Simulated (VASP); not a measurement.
# Al (Fm-3m) in VASP: notebook

Al is run at these levels: LDA; tasks: density of states.

All numbers are computed with VASP 6.6.1; they aren't measurements. Logs are shortened: lines on timing, memory, paths and dates and some standing lists are left out, and cuts for length are marked.

## Step 1: The cell of the first run

Symmetry: Fm-3m, No. 225, cubic system. The conventional cell has a = 3.006 Å, b = 3.006 Å, c = 3.006 Å, α = 90.00°, β = 90.00°, γ = 90.00°. Al (site symmetry m-3m) has 12 Al at 2.13 Å within 2.8 Å.

## Step 2: Density of states, LDA (volume scaled by 0.43)

File POSCAR:

```
Al
1.0
    0.0000000000      1.5032204881      1.5032204881
    1.5032204881      0.0000000000      1.5032204881
    1.5032204881      1.5032204881      0.0000000000
Al
1
Direct
    0.0000000000      0.0000000000      0.0000000000
```

File INCAR.step1:

```
SYSTEM = Al
PREC = Accurate
ENCUT = 520
EDIFF = 1E-7
ISMEAR = -1
SIGMA = 0.08
LREAL = .False.
LASPH = .True.
NELM = 100
ALGO = Normal
ISIF = 2
LWAVE = .False.
LCHARG = .True.
NBANDS = 8
```

File KPOINTS.step1:

```
Automatic mesh
0
Gamma
  16 16 16
  0 0 0
```

File INCAR.step2:

```
SYSTEM = Al
PREC = Accurate
ENCUT = 520
EDIFF = 1E-7
ISMEAR = -5
SIGMA = 0.08
LREAL = .False.
LASPH = .True.
NELM = 100
ALGO = Normal
ISIF = 2
LWAVE = .False.
LCHARG = .False.
LORBIT = 11
NBANDS = 8
NEDOS = 1001
ICHARG = 11
```

File KPOINTS.step2:

```
Automatic mesh
0
Gamma
  24 24 24
  0 0 0
```

Potentials or basis: VASP PAW LDA potentials, release 64 (Al).

Launch:

```
$ cat potpaw_LDA.64/Al/POTCAR > POTCAR
$ cp INCAR.step1 INCAR
$ cp KPOINTS.step1 KPOINTS
$ mpirun -np 1 vasp_std > vasp.out
$ cp INCAR.step2 INCAR
$ cp KPOINTS.step2 KPOINTS
$ mpirun -np 1 vasp_std > vasp.out
```

OUTCAR:

```text
SYSTEM = Al
   PREC = Accurate
   ENCUT = 520
   EDIFF = 1E-7
   ISMEAR = -5
   LREAL = .False.
   LASPH = .True.
   NELM = 100
   ISIF = 2
   LORBIT = 11
   ICHARG = 11

 ion  position               nearest neighbor table
   1  0.000  0.000  0.000-

  LATTYP: Found a face centered cubic cell.
 ALAT       =     3.0064409762

  Lattice vectors:

 A1 = (   0.0000000000,   1.5032204881,   1.5032204881)
 A2 = (   1.5032204881,   0.0000000000,   1.5032204881)
 A3 = (   1.5032204881,   1.5032204881,   0.0000000000)

Analysis of symmetry for initial positions (statically):
=====================================================================
 Subroutine PRICEL returns:
 Original cell was already a primitive cell.

 Routine SETGRP: Setting up the symmetry group for a
 face centered cubic supercell.

 Subroutine GETGRP returns: Found 48 space group operations
 (whereof 48 operations were pure point group operations)
 out of a pool of 48 trial point group operations.

The static configuration has the point symmetry O_h .

Analysis of symmetry for dynamics (positions and initial velocities):
=====================================================================
 Subroutine PRICEL returns:
 Original cell was already a primitive cell.

 Routine SETGRP: Setting up the symmetry group for a
 face centered cubic supercell.

 Subroutine GETGRP returns: Found 48 space group operations
 (whereof 48 operations were pure point group operations)
 out of a pool of 48 trial point group operations.

The dynamic configuration has the point symmetry O_h .

 Subroutine INISYM returns: Found 48 space group operations
 (whereof 48 operations are pure point group operations),
 and found     1 'primitive' translations

----------------------------------------------------------------------------------------

                                     Primitive cell

  volume of cell :       6.7936

  direct lattice vectors                    reciprocal lattice vectors
     0.000000000  1.503220488  1.503220488    -0.332619203  0.332619203  0.332619203
     1.503220488  0.000000000  1.503220488     0.332619203 -0.332619203  0.332619203
     1.503220488  1.503220488  0.000000000     0.332619203  0.332619203 -0.332619203

  length of vectors
     2.125874802  2.125874802  2.125874802     0.576113358  0.576113358  0.576113358

  position of ions in fractional coordinates (direct lattice)
     0.000000000  0.000000000  0.000000000

  ion indices of the primitive-cell ions
   primitive index   ion index
                 1           1

----------------------------------------------------------------------------------------

 KPOINTS: Automatic mesh

Automatic generation of k-mesh.
 Grid dimensions read from file:
 generate k-points for:   24   24   24

 Generating k-lattice:

  Cartesian coordinates                     Fractional coordinates (reciprocal lattice)
    -0.013859133  0.013859133  0.013859133     0.041666667  0.000000000  0.000000000
     0.013859133 -0.013859133  0.013859133     0.000000000  0.041666667  0.000000000
     0.013859133  0.013859133 -0.013859133     0.000000000  0.000000000  0.041666667

  Length of vectors
     0.024004723  0.024004723  0.024004723

  Shift w.r.t. Gamma in fractional coordinates (k-lattice)
     0.000000000  0.000000000  0.000000000

 TETIRR: Found   1864 inequivalent tetrahedra from    82944

 Subroutine IBZKPT returns following result:
 ===========================================

 Found    413 irreducible k-points:

 Following reciprocal coordinates:
            Coordinates               Weight
  0.000000  0.000000  0.000000      1.000000
  0.041667  0.000000  0.000000      8.000000
  0.083333  0.000000  0.000000      8.000000
  0.125000  0.000000  0.000000      8.000000
  0.166667  0.000000  0.000000      8.000000
  0.208333  0.000000  0.000000      8.000000
[... 16 lines left out ...]
  0.416667  0.041667  0.000000     24.000000
  0.458333  0.041667  0.000000     24.000000
 [... further k-points ...]
   k-points           NKPTS =    413   k-points in BZ     NKDIM =    413   number of bands    NBANDS=      8
   number of dos      NEDOS =   1001   number of ions     NIONS =      1
   total plane-waves  NPLWV =   4096
   dimension x,y,z NGX =    16 NGY =   16 NGZ =   16
   dimension x,y,z NGXF=    32 NGYF=   32 NGZF=   32
   ions per type =               1
   NGX,Y,Z   is equivalent  to a cutoff of  12.51, 12.51, 12.51 a.u.
   NGXF,Y,Z  is equivalent  to a cutoff of  25.02, 25.02, 25.02 a.u.
 SYSTEM =  Al
   PREC   = accura    normal or accurate (medium, high low for compatibility)
   ISTART =      0    job   : 0-new  1-cont  2-samecut
   ICHARG =     11    charge: 1-file 2-atom 10-const
   ISPIN  =      1    spin polarized calculation?
   LNONCOLLINEAR =      F non collinear calculations
   LSORBIT =      F    spin-orbit coupling
   LASPH  =      T    aspherical Exc in radial PAW
   ENCUT  =  520.0 eV  38.22 Ry    6.18 a.u.   3.95  3.95  3.95*2*pi/ulx,y,z
   NELM   =    100;   NELMIN=  2; NELMDL=  0     # of ELM steps
   EDIFF  = 0.1E-06   stopping-criterion for ELM
   LREAL  =      F    real-space projection
   EDIFFG = 0.1E-05   stopping-criterion for IOM
   NSW    =      0    number of steps for IOM
   IBRION =     -1    ionic relax: 0-MD 1-quasi-New 2-CG
   NFREE  =      0    steps in history (QN), initial steepest desc. (CG)
   ISIF   =      2    stress and relaxation
   ISYM   =      2    0-nonsym 1-usesym 2-fastsym
   POTIM  = 0.5000    time-step for ionic-motion
   TEBEG  =    0.0;   TEEND  =   0.0 temperature during run
   PSTRESS=    0.0 pullay stress
   NELECT =       3.0000    total number of electrons
   NUPDOWN=      -1.0000    fix difference up-down
   EMIN   =  10.00;   EMAX   =-10.00  energy-range for DOS
   EFERMI =   0.00;   METHOD = LEGACY
   ISMEAR =    -5;   SIGMA  =   0.08  broadening in eV -4-tet -1-fermi 0-gaus
   EFERMI_NEDOS =   21; number of points for ismear=-14 and -15
   IALGO  =     38    algorithm
   IMIX   =      4    mixing-type and parameters
     AMIX     =   0.40;   BMIX     =  1.00
     AMIX_MAG =   1.60;   BMIX_MAG =  1.00
  volume/ion in A,a.u.               =       6.79        45.85
  Fermi-wavevector in a.u.,A,eV,Ry     =   1.246663  2.355852 21.145764  1.554170
  Thomas-Fermi vector in A             =   2.380831
   LORBIT       =     11    0 simple, 1 ext, 2 COOP (PROOUT), +10 PAW based schemes
   GGA     = CA    functional components
   LHFCALC =     F    Hartree Fock is set to
   AEXX    =    0.0000 exact exchange contribution
   IVDW    =     0    specifies the selected vdW correction
   LEPSILON=     F    determine dielectric tensor
   LRPA    =     F    only Hartree local field effects (RPA)
 non-spin polarized calculation
 Fermi weights with tetrahedron method with Bloechl corrections
  energy-cutoff  :      520.00
  volume of cell :        6.79
 maximum number of plane-waves:       191

 number of electron       3.0000000 magnetization

 Free energy of the ion-electron system (eV)
  ---------------------------------------------------
  ext. energy  EPLUGINS =         0.00000000
  ---------------------------------------------------
  free energy    TOTEN  =         1.53802651 eV

  energy without entropy =        1.53802651  energy(sigma->0) =        1.53802651

 E-fermi :  20.5386     XC(G=0): -14.1159

 val. band max:       20.5869747528   @ k =  -0.3750   0.4167   0.2083
 cond. band min:      20.3255789741   @ k =  -0.3333   0.4583   0.2083
 fundamental gap:     -0.2613957786
 Fermi energy:        20.5386146172

 k-point     1 :       0.0000    0.0000    0.0000
  band No.  band energies     occupation
      1       2.5800      2.00000
      2      39.4814      0.00000
      3      39.4814      0.00000
      4      39.4814      0.00000
      5      45.5877      0.00000
      6      50.1936      0.00000
      7      50.1936      0.00000
      8      50.1936      0.00000

 k-point     2 :       0.0417    0.0000    0.0000
  band No.  band energies     occupation
      1       2.6645      2.00000
      2      38.4117      0.00000
      3      39.4644      0.00000
      4      39.4644      0.00000
      5      46.3781      0.00000
      6      49.8796      0.00000
      7      49.8796      0.00000
      8      50.2338      0.00000

 k-point     3 :       0.0833    0.0000    0.0000
  band No.  band energies     occupation
      1       2.9173      2.00000
      2      36.2075      0.00000
      3      39.4090      0.00000
      4      39.4090      0.00000
      5      47.1893      0.00000
      6      49.2005      0.00000
      7      49.2005      0.00000
      8      51.0150      0.00000

 k-point     4 :       0.1250    0.0000    0.0000
  band No.  band energies     occupation
      1       3.3361      2.00000
      2      33.7180      0.00000
      3      39.3031      0.00000
      4      39.3031      0.00000
      5      46.9133      0.00000
      6      48.4446      0.00000
      7      48.4446      0.00000
      8      52.9414      0.00000

 k-point     5 :       0.1667    0.0000    0.0000
  band No.  band energies     occupation
      1       3.9168      2.00000
      2      31.1888      0.00000
      3      39.1337      0.00000
      4      39.1337      0.00000
      5      46.2297      0.00000
      6      47.7476      0.00000
      7      47.7476      0.00000
      8      54.5078      0.00000
[... 177 lines left out ...]
 k-point    22 :       0.3750    0.0417    0.0000
  band No.  band energies     occupation
      1       8.6449      2.00000
      2      20.4153      1.12980
      3      37.1569      0.00000
      4      37.1854      0.00000
      5      44.6394      0.00000
      6      45.3605      0.00000
      7      47.1310      0.00000
      8      54.5723      0.00000

 k-point    23 :       0.4167    0.0417    0.0000
  band No.  band energies     occupation
      1       9.9948      2.00000
      2      18.4174      2.00000
      3      36.7830      0.00000
      4      37.0355      0.00000
      5      44.4357      0.00000
      6      45.4970      0.00000
      7      46.8390      0.00000
      8      53.9993      0.00000

 k-point    24 :       0.4583    0.0417    0.0000
  band No.  band energies     occupation
      1      11.4024      2.00000
      2      16.5926      2.00000
      3      36.4702      0.00000
      4      36.9979      0.00000
      5      44.3219      0.00000
      6      45.6465      0.00000
      7      46.5842      0.00000
      8      53.6000      0.00000

 [... further k-points ...]
[... 5 lines left out ...]
  --------------------------------------------------------------------------------------
  -------------------------------------------------------------------------------------
  Total       17.5682887     17.5682887     17.5682887      0.0000000     -0.0000000     -0.0000000
  in kB     4143.2580944   4143.2580944   4143.2580944      0.0000000     -0.0000000     -0.0000000
  external PRESSURE =    4143.2580944 kB  Pullay stress =       0.0000000 kB

 VOLUME and BASIS-vectors are now :
 -----------------------------------------------------------------------------
  energy-cutoff  :      520.00
  volume of cell :        6.79
      direct lattice vectors                 reciprocal lattice vectors
     0.000000000  1.503220488  1.503220488    -0.332619203  0.332619203  0.332619203
     1.503220488  0.000000000  1.503220488     0.332619203 -0.332619203  0.332619203
     1.503220488  1.503220488  0.000000000     0.332619203  0.332619203 -0.332619203

 POSITION                                       TOTAL-FORCE (eV/Angst)
 -----------------------------------------------------------------------------------
      0.00000      0.00000      0.00000         0.000000      0.000000      0.000000
 -----------------------------------------------------------------------------------
    total drift:                               -0.000000      0.000000     -0.000000

  FREE ENERGIE OF THE ION-ELECTRON SYSTEM (eV)
  ---------------------------------------------------
  free  energy   TOTEN  =         1.5380265099 eV

  energy  without entropy=        1.5380265099  energy(sigma->0) =        1.53802651

 total charge

# of ion       s       p       d       tot
------------------------------------------
    1        0.594   0.923   0.000   1.518
```

It took 5.4 s on 1 thread of Intel Xeon 6975P-C (Granite Rapids), shared host; peak memory 0.12 GiB.

Results:

| Property | Result |
| --- | --- |
| Valence electrons inside the program's atomic spheres | Al 1.52 |

Levels at points of the mesh, in eV from the Fermi level:
| k point | band 1 | band 2 | band 3 | band 4 |
| --- | --- | --- | --- | --- |
| (0.00, 0.00, 0.00) | -17.96 | 18.94 | 18.94 | 18.94 |
| (0.50, 0.00, 0.00) | -7.87 | -5.53 | 16.67 | 16.67 |
| (0.50, 0.50, 0.00) | -4.15 | -3.01 | 5.24 | 12.48 |

Caveat: tetrahedron occupations give inexact forces and stress in metals.

(Part 1 of 2 ends here.)
